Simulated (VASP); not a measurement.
# Pt (P6_3/mmc) in VASP: a series of runs

The runs below take Pt through single point, with PBE.

Everything below comes from runs of VASP 6.6.1. Logs are shortened: lines on timing, memory, paths and dates and some standing lists are left out, and cuts for length are marked.

## Step 1: The cell of the first run

Symmetry: P6_3/mmc, No. 194, hexagonal system. Conventional cell: a = 2.761 Å, b = 2.761 Å, c = 4.792 Å, α = 90.00°, β = 90.00°, γ = 120.00°. Pt (site symmetry -6m2) has 12 Pt at 2.76 to 2.88 Å within 3.6 Å.

## Step 2: Single point, PBE

INCAR

```
SYSTEM = Pt
ALGO = Normal
EDIFF = 1E-6
ENCUT = 500
GGA = PE
GGA_COMPAT = .FALSE.
ISIF = 2
ISMEAR = 0
LASPH = .TRUE.
LCHARG = .TRUE.
LELF = .TRUE.
LREAL = .FALSE.
LVHAR = .TRUE.
LWAVE = .FALSE.
NBANDS = 17
NELM = 120
PREC = Accurate
SIGMA = 0.1
```

KPOINTS

```
k-points
0
G
  6 6 4
  0 0 0
```

POSCAR

```
Pt
1.0
    2.7606656158      0.0000000000      0.0000000000
   -1.3803328079      2.3908065546      0.0000000000
    0.0000000000      0.0000000000      4.7921340000
Pt
2
Direct
    0.6666666700      0.3333333300      0.7500000000
    0.3333333300      0.6666666700      0.2500000000
```

Potentials or basis: VASP PAW PBE potentials, release 64 (Pt).

On the command line:

```sh
> cat potpaw_PBE.64/Pt/POTCAR > POTCAR
> mpirun -np 1 vasp_std > vasp.out
```

OUTCAR:

```text
SYSTEM = Pt
   EDIFF = 1E-6
   ENCUT = 500
   GGA = PE
   ISIF = 2
   ISMEAR = 0
   LASPH = .TRUE.
   LREAL = .FALSE.
   NELM = 120
   PREC = Accurate

 ion  position               nearest neighbor table
   1  0.667  0.333  0.750-   2 2.88   2 2.88   2 2.88   2 2.88   2 2.88   2 2.88
   2  0.333  0.667  0.250-   1 2.88   1 2.88   1 2.88   1 2.88   1 2.88   1 2.88

  LATTYP: Found a hexagonal cell.
 ALAT       =     2.7606656158
 C/A-ratio  =     1.7358618054

  Lattice vectors:

 A1 = (   2.7606656158,   0.0000000000,   0.0000000000)
 A2 = (  -1.3803328079,   2.3908065546,   0.0000000000)
 A3 = (   0.0000000000,   0.0000000000,   4.7921340000)

Analysis of symmetry for initial positions (statically):
=====================================================================
 Subroutine PRICEL returns:
 Original cell was already a primitive cell.

 Routine SETGRP: Setting up the symmetry group for a
 hexagonal supercell.

 Subroutine GETGRP returns: Found 24 space group operations
 (whereof 12 operations were pure point group operations)
 out of a pool of 24 trial point group operations.

The static configuration has the point symmetry D_3d.
 The point group associated with its full space group is D_6h.

Analysis of symmetry for dynamics (positions and initial velocities):
=====================================================================
 Subroutine PRICEL returns:
 Original cell was already a primitive cell.

 Routine SETGRP: Setting up the symmetry group for a
 hexagonal supercell.

 Subroutine GETGRP returns: Found 24 space group operations
 (whereof 12 operations were pure point group operations)
 out of a pool of 24 trial point group operations.

The dynamic configuration has the point symmetry D_3d.
 The point group associated with its full space group is D_6h.

 Subroutine INISYM returns: Found 24 space group operations
 (whereof 12 operations are pure point group operations),
 and found     1 'primitive' translations

----------------------------------------------------------------------------------------

                                     Primitive cell

  volume of cell :      31.6291

  direct lattice vectors                    reciprocal lattice vectors
[... 77 lines left out ...]
   ISPIN  =      1    spin polarized calculation?
   LNONCOLLINEAR =      F non collinear calculations
   LSORBIT =      F    spin-orbit coupling
   LASPH  =      T    aspherical Exc in radial PAW
   ENCUT  =  500.0 eV  36.75 Ry    6.06 a.u.   5.03  5.03  8.74*2*pi/ulx,y,z
   NELM   =    120;   NELMIN=  2; NELMDL= -5     # of ELM steps
   EDIFF  = 0.1E-05   stopping-criterion for ELM
   LREAL  =      F    real-space projection
   EDIFFG = 0.1E-04   stopping-criterion for IOM
   NSW    =      0    number of steps for IOM
   IBRION =     -1    ionic relax: 0-MD 1-quasi-New 2-CG
   NFREE  =      0    steps in history (QN), initial steepest desc. (CG)
   ISIF   =      2    stress and relaxation
   ISYM   =      2    0-nonsym 1-usesym 2-fastsym
   POTIM  = 0.5000    time-step for ionic-motion
   TEBEG  =    0.0;   TEEND  =   0.0 temperature during run
   PSTRESS=    0.0 pullay stress
   NELECT =      20.0000    total number of electrons
   NUPDOWN=      -1.0000    fix difference up-down
   EMIN   =  10.00;   EMAX   =-10.00  energy-range for DOS
   EFERMI =   0.00;   METHOD = LEGACY
   ISMEAR =     0;   SIGMA  =   0.10  broadening in eV -4-tet -1-fermi 0-gaus
   EFERMI_NEDOS =   21; number of points for ismear=-14 and -15
   IALGO  =     38    algorithm
   IMIX   =      4    mixing-type and parameters
     AMIX     =   0.40;   BMIX     =  1.00
     AMIX_MAG =   1.60;   BMIX_MAG =  1.00
  volume/ion in A,a.u.               =      15.81       106.72
  Fermi-wavevector in a.u.,A,eV,Ry     =   1.405149  2.655347 26.863944  1.974444
  Thomas-Fermi vector in A             =   2.527639
   LORBIT       =      0    0 simple, 1 ext, 2 COOP (PROOUT), +10 PAW based schemes
   GGA     = PE    functional components
   LHFCALC =     F    Hartree Fock is set to
   AEXX    =    0.0000 exact exchange contribution
   IVDW    =     0    specifies the selected vdW correction
   LEPSILON=     F    determine dielectric tensor
   LRPA    =     F    only Hartree local field effects (RPA)
 non-spin polarized calculation
 Gauss-broadening in eV      SIGMA  =   0.10
  energy-cutoff  :      500.00
  volume of cell :       31.63
 maximum number of plane-waves:       825
   NGX = 11   NGY = 11   NGZ = 17

 number of electron      19.9999999 magnetization

 Free energy of the ion-electron system (eV)
  ---------------------------------------------------
  ext. energy  EPLUGINS =         0.00000000
  ---------------------------------------------------
  free energy    TOTEN  =       -12.16019219 eV

  energy without entropy =      -12.13649625  energy(sigma->0) =      -12.14834422

 E-fermi :  10.3016     XC(G=0): -13.2027

 val. band max:       10.2971787442   @ k =   0.1667   0.1667   0.5000
 cond. band min:      10.3209414792   @ k =   0.3333   0.0000   0.0000
 fundamental gap:      0.0237627350
 Fermi energy:        10.3015633512

 k-point     1 :       0.0000    0.0000    0.0000
  band No.  band energies     occupation
      1       0.6800      2.00000
      2       3.3283      2.00000
      3       6.3978      2.00000
      4       6.9727      2.00000
      5       6.9727      2.00000
      6       7.3364      2.00000
[... 397 lines left out ...]
      4       5.8924      2.00000
      5       6.7410      2.00000
      6       6.7410      2.00000
[... 9 lines left out ...]
     16      19.1419      0.00000
     17      27.8584      0.00000

------------------------ aborting loop because EDIFF is reached ----------------------------------------

  FORCE on cell =-STRESS in cart. coord.  units (eV):
  Direction    XX          YY          ZZ          XY          YZ          ZX
  --------------------------------------------------------------------------------------
  -------------------------------------------------------------------------------------
  Total       -0.1591938     -0.1591938     -0.8265047      0.0000000      0.0000000      0.0000000
  in kB       -8.0639831     -8.0639831    -41.8666990      0.0000000      0.0000000      0.0000000
  external PRESSURE =     -19.3315550 kB  Pullay stress =       0.0000000 kB

 VOLUME and BASIS-vectors are now :
 -----------------------------------------------------------------------------
  energy-cutoff  :      500.00
  volume of cell :       31.63
      direct lattice vectors                 reciprocal lattice vectors
     2.760665616  0.000000000  0.000000000     0.362231483  0.209134444  0.000000000
    -1.380332808  2.390806555  0.000000000     0.000000000  0.418268888  0.000000000
     0.000000000  0.000000000  4.792134000     0.000000000  0.000000000  0.208675300

 POSITION                                       TOTAL-FORCE (eV/Angst)
 -----------------------------------------------------------------------------------
      1.38033      0.79694      3.59410         0.000000      0.000000      0.000000
     -0.00000      1.59387      1.19803        -0.000000     -0.000000      0.000000
 -----------------------------------------------------------------------------------
    total drift:                               -0.000001      0.000001     -0.000000

  FREE ENERGIE OF THE ION-ELECTRON SYSTEM (eV)
  ---------------------------------------------------
  free  energy   TOTEN  =       -12.1601921935 eV

  energy  without entropy=      -12.1364962503  energy(sigma->0) =      -12.14834422
```

OSZICAR:

```text
N       E                     dE             d eps       ncg     rms          rms(c)
DAV:   1     0.100598570393E+03    0.10060E+03   -0.10269E+04   714   0.109E+03
DAV:   2    -0.111745302812E+02   -0.11177E+03   -0.10614E+03   749   0.240E+02
DAV:   3    -0.129236578674E+02   -0.17491E+01   -0.17349E+01   845   0.303E+01
DAV:   4    -0.129324230069E+02   -0.87651E-02   -0.87639E-02   853   0.227E+00
DAV:   5    -0.129325035201E+02   -0.80513E-04   -0.80513E-04   846   0.224E-01    0.158E+01
DAV:   6    -0.122308145428E+02    0.70169E+00   -0.11001E+00   750   0.943E+00    0.840E+00
DAV:   7    -0.121671857723E+02    0.63629E-01   -0.17681E-01   815   0.376E+00    0.303E+00
DAV:   8    -0.121606335907E+02    0.65522E-02   -0.20831E-02   754   0.116E+00    0.790E-01
DAV:   9    -0.121601803824E+02    0.45321E-03   -0.46835E-04   799   0.182E-01    0.347E-02
DAV:  10    -0.121601917208E+02   -0.11338E-04   -0.95989E-06   902   0.223E-02    0.105E-02
DAV:  11    -0.121601921935E+02   -0.47266E-06   -0.27250E-07   447   0.425E-03
   1 F= -.12160192E+02 E0= -.12148344E+02  d E =-.236959E-01
```

It took 13 s on 1 thread of Intel Xeon 8259CL, shared host; peak memory 0.14 GiB.

What came out:

```
Free energy            : -12.1602 eV
Pressure               : -1.9 GPa
Band gap on the k mesh : zero (band 10 reaches 10.87 eV, above the bottom of band 11 at 9.54 eV)
```

Stress tensor (GPa, compression positive):
```
-0.81  0.00  0.00
 0.00 -0.81  0.00
 0.00  0.00 -4.19
```

Levels at points of the mesh, in eV from the Fermi level:
```csv
k point,band 6,band 7,band 8,band 9,band 10,band 11,band 12,band 13,band 14,band 15
"(0.00, 0.00, 0.00)",-2.97,-2.97,-1.77,-1.77,-0.68,-0.20,-0.20,4.68,15.21,15.74
"(0.50, 0.00, 0.00)",-2.89,-2.55,0.02,0.37,0.57,2.32,3.80,7.34,8.84,9.57
"(0.00, 0.00, 0.50)",-3.33,-3.33,-3.33,-0.76,-0.76,-0.76,-0.76,11.94,11.94,15.62
"(0.50, 0.00, 0.50)",-1.77,-0.82,-0.82,0.48,0.48,1.76,1.76,6.51,6.51,14.19
```

Caveat: the k points lie up to 0.44 Å⁻¹ apart; spin-orbit coupling is left out, which moves the levels of the heavy elements.

## Step 3: Single point, PBE

This run uses another cell than the first one: it holds 8 atoms, not 2.

INCAR

```
PREC = Accurate
ENCUT = 500
EDIFF = 1E-6
ISMEAR = 0
SIGMA = 0.1
LREAL = F
LASPH = T
NELM = 120
ALGO = Normal
ISIF = 2
LWAVE = F
LCHARG = T
GGA = PE
LELF = T
LVHAR = T
NBANDS = 50
GGA_COMPAT = F
```

KPOINTS

```
regular mesh
0
Gamma
  6 6 6
```

POSCAR

```
Pt
1.0
    5.5168995855      0.0000000000      0.0000000000
   -2.7584497928      4.7777751912      0.0000000000
    0.0000000000      0.0000000000      4.7829479934
Pt
8
Direct
    0.3333333333      0.1666666667      0.7500000000
    0.3333333333      0.6666666667      0.7500000000
    0.8333333333      0.1666666667      0.7500000000
    0.8333333333      0.6666666667      0.7500000000
    0.1666666667      0.3333333333      0.2500000000
    0.1666666667      0.8333333333      0.2500000000
    0.6666666667      0.3333333333      0.2500000000
    0.6666666667      0.8333333333      0.2500000000
```

Potentials or basis: VASP PAW PBE potentials, release 64 (Pt).

On the command line:

```sh
> cat potpaw_PBE.64/Pt/POTCAR > POTCAR
> mpirun -np 1 vasp_std > vasp.out
```

OUTCAR:

```text
PREC = Accurate
   ENCUT = 500
   EDIFF = 1E-6
   ISMEAR = 0
   LREAL = F
   LASPH = T
   NELM = 120
   ISIF = 2
   GGA = PE

 ion  position               nearest neighbor table
   1  0.333  0.167  0.750-   3 2.76   3 2.76   4 2.76   4 2.76   2 2.76   2 2.76   5 2.87   5 2.87
                             7 2.87   7 2.87   6 2.87   6 2.87
   2  0.333  0.667  0.750-   4 2.76   4 2.76   3 2.76   3 2.76   1 2.76   1 2.76   6 2.87   6 2.87
                             8 2.87   8 2.87   5 2.87   5 2.87
   3  0.833  0.167  0.750-   1 2.76   1 2.76   2 2.76   2 2.76   4 2.76   4 2.76   7 2.87   7 2.87
                             5 2.87   5 2.87   8 2.87   8 2.87
   4  0.833  0.667  0.750-   2 2.76   2 2.76   1 2.76   1 2.76   3 2.76   3 2.76   8 2.87   8 2.87
                             6 2.87   6 2.87   7 2.87   7 2.87
   5  0.167  0.333  0.250-   7 2.76   7 2.76   8 2.76   8 2.76   6 2.76   6 2.76   1 2.87   1 2.87
                             3 2.87   3 2.87   2 2.87   2 2.87
   6  0.167  0.833  0.250-   8 2.76   8 2.76   7 2.76   7 2.76   5 2.76   5 2.76   2 2.87   2 2.87
                             4 2.87   4 2.87   1 2.87   1 2.87
   7  0.667  0.333  0.250-   5 2.76   5 2.76   6 2.76   6 2.76   8 2.76   8 2.76   3 2.87   3 2.87
                             1 2.87   1 2.87   4 2.87   4 2.87
   8  0.667  0.833  0.250-   6 2.76   6 2.76   5 2.76   5 2.76   7 2.76   7 2.76   4 2.87   4 2.87
                             2 2.87   2 2.87   3 2.87   3 2.87
[... 1487 lines left out ...]

 [... further k-points ...]

------------------------ aborting loop because EDIFF is reached ----------------------------------------

  FORCE on cell =-STRESS in cart. coord.  units (eV):
  Direction    XX          YY          ZZ          XY          YZ          ZX
  --------------------------------------------------------------------------------------
  -------------------------------------------------------------------------------------
  Total       -0.2402051     -0.2402051     -0.4962876      0.0000000     -0.0000000     -0.0000000
  in kB       -3.0526459     -3.0526459     -6.3070689      0.0000000     -0.0000000     -0.0000000
  external PRESSURE =      -4.1374535 kB  Pullay stress =       0.0000000 kB

 VOLUME and BASIS-vectors are now :
 -----------------------------------------------------------------------------
  energy-cutoff  :      500.00
  volume of cell :      126.07
      direct lattice vectors                 reciprocal lattice vectors
     5.516899586  0.000000000  0.000000000     0.181261229  0.104651219  0.000000000
    -2.758449793  4.777775191  0.000000000     0.000000000  0.209302439  0.000000000
     0.000000000  0.000000000  4.782947993     0.000000000  0.000000000  0.209076076

 POSITION                                       TOTAL-FORCE (eV/Angst)
 -----------------------------------------------------------------------------------
      1.37922      0.79630      3.58721        -0.000000     -0.000000      0.000000
     -0.00000      3.18518      3.58721         0.000000     -0.000000      0.000000
      4.13767      0.79630      3.58721        -0.000000      0.000000      0.000000
      2.75845      3.18518      3.58721        -0.000000      0.000000      0.000000
      0.00000      1.59259      1.19574         0.000000      0.000000     -0.000000
     -1.37922      3.98148      1.19574         0.000000     -0.000000      0.000000
      2.75845      1.59259      1.19574         0.000000      0.000000      0.000000
      1.37922      3.98148      1.19574         0.000000     -0.000000     -0.000000
 -----------------------------------------------------------------------------------
    total drift:                               -0.000000      0.000000      0.000000

  FREE ENERGIE OF THE ION-ELECTRON SYSTEM (eV)
  ---------------------------------------------------
  free  energy   TOTEN  =       -48.3388730464 eV

  energy  without entropy=      -48.2464222305  energy(sigma->0) =      -48.29264764
```

OSZICAR:

```text
N       E                     dE             d eps       ncg     rms          rms(c)
DAV:   1     0.500519323850E+03    0.50052E+03   -0.39978E+04  2800   0.150E+03
DAV:   2    -0.324832073836E+02   -0.53300E+03   -0.50330E+03  3094   0.332E+02
DAV:   3    -0.511219807710E+02   -0.18639E+02   -0.17588E+02  3078   0.576E+01
DAV:   4    -0.513860232269E+02   -0.26404E+00   -0.26300E+00  3004   0.679E+00
DAV:   5    -0.513905808420E+02   -0.45576E-02   -0.45539E-02  3108   0.862E-01    0.324E+01
DAV:   6    -0.486270236411E+02    0.27636E+01   -0.61583E+00  2886   0.126E+01    0.172E+01
DAV:   7    -0.483675825726E+02    0.25944E+00   -0.11255E+00  3068   0.519E+00    0.598E+00
DAV:   8    -0.483405889015E+02    0.26994E-01   -0.11833E-01  2842   0.169E+00    0.155E+00
DAV:   9    -0.483387957817E+02    0.17931E-02   -0.28945E-03  2924   0.279E-01    0.862E-02
DAV:  10    -0.483388727735E+02   -0.76992E-04   -0.49216E-05  3106   0.319E-02    0.223E-02
DAV:  11    -0.483388744828E+02   -0.17093E-05   -0.81266E-06  2946   0.137E-02    0.131E-02
DAV:  12    -0.483388729786E+02    0.15042E-05   -0.56323E-07  1484   0.410E-03    0.995E-04
DAV:  13    -0.483388730464E+02   -0.67834E-07   -0.24028E-08  1468   0.717E-04
   1 F= -.48338873E+02 E0= -.48292648E+02  d E =-.924508E-01
```

Wall time 3.4 min (1 thread of Intel Xeon 8259CL, shared host); peak memory 0.29 GiB.

What came out:

- Free energy: -48.3389 eV
- Pressure: -0.4 GPa
- Band gap on the k mesh: zero (band 40 reaches 10.90 eV, above the bottom of band 41 at 10.15 eV)

Stress tensor (GPa, compression positive):
```
-0.31  0.00  0.00
 0.00 -0.31  0.00
 0.00  0.00 -0.63
```

Caveat: spin-orbit coupling is left out, which moves the levels of the heavy elements.

(Continued in part 2 of 2.)
